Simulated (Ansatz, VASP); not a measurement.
# Two plane-wave programs on PtSe2

```xyz
3
Lattice="3.5266 0.0000 0.0000 -1.7633 3.2490 0.0000 0.0000 0.0000 6.5269" Properties=species:S:1:pos:R:3 pbc="T T T"
Pt    0.0000    0.0000    0.0000
Se    0.0000    2.1660    1.3066
Se    1.7633    1.0830    5.2203
```

Change from the starting cell: strain -0.0600 x Voigt [1, 0, 0, 0, 0, 0], atoms carried along.

Alike in both runs: task single point; functional PBE; k mesh 12 × 12 × 4; occupations gaussian, width 0.05 eV; no spin polarisation.

```csv
,VASP,Ansatz
version,VASP 6.6.1,Ansatz 0.2.0
potentials or method,"VASP PAW PBE potentials, release 64 (Pt, Se), cutoff 520 eV","scalar-relativistic, plane waves, PAW"
valence electrons in the cell,22,50
```

```tsv
	VASP	Ansatz	Ansatz less VASP
gap on the k mesh at the Fermi level (eV)	0.81	0.82	+0.011
least direct gap on the mesh (eV)	1.18	1.19	+0.010
pressure (GPa)	7.4	7.4	0.00
traceless stress, the component that is largest in VASP (GPa)	5.23	5.23	0.000
rms of the force components (eV/Å)	0.462	0.461	-0.0012
```

Atom by atom the forces differ by 0.001 eV/Å (rms over components). VASP's potentials hold 22 valence electrons a cell and Ansatz's 50, so a difference there can come from the potentials and not from the codes.

Spin-orbit coupling is off throughout.
